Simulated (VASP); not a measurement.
The system is TiTe.

```xyz
4
Lattice="4.6773 0.0000 0.0000 -2.3387 4.0507 0.0000 0.0000 0.0000 7.6604" Properties=species:S:1:pos:R:3 pbc="T T T"
Ti    2.3387    1.3502    0.0000
Ti    0.0000    2.7005    3.8302
Te    2.3387    1.3502    4.7893
Te    0.0000    2.7005    0.9591
```

Base run:

| Property | Result |
| --- | --- |
| Program | VASP 6.6.1 |
| Functional | PBEsol |
| Potentials or basis | VASP PAW PBE potentials, release 64 (Ti_sv, Te) |
| Cutoff | 520 eV |
| k mesh | 5 × 5 × 3 |
| Occupations | gaussian, width 0.05 eV |
| Spin | collinear spin |
| Starting moments | [1.7, -1.7, 0.02, -0.02] μB |
| Hubbard terms | Ti d U = 5.0 eV |

Its results: band gap on the k mesh 2.17 eV; pressure 0.2 GPa; net moment 0.00 μB per cell; site moments Ti +1.70, -1.70; Te +0.02, -0.02 μB; largest force 0.058 eV/Å.

Q: The run is repeated on the same cell with these changes: moments at the start from [1.7, -1.7, 0.02, -0.02] to [1.71, 1.71, -0.05, -0.05]. What comes out?

A: Band gap on the k mesh 1.87 eV (least direct gap 1.88 eV); pressure 0.2 GPa; net moment 4.00 μB per cell; site moments Ti +1.72; Te -0.04 μB; largest force 0.053 eV/Å.

Caveats: the PAW data sets were made with another functional, which shifts forces and pressure a little; spin-orbit coupling is left out, which moves the levels of the heavy elements; the U is typed as a test and isn't derived for this compound.

A k mesh can miss the band edges.
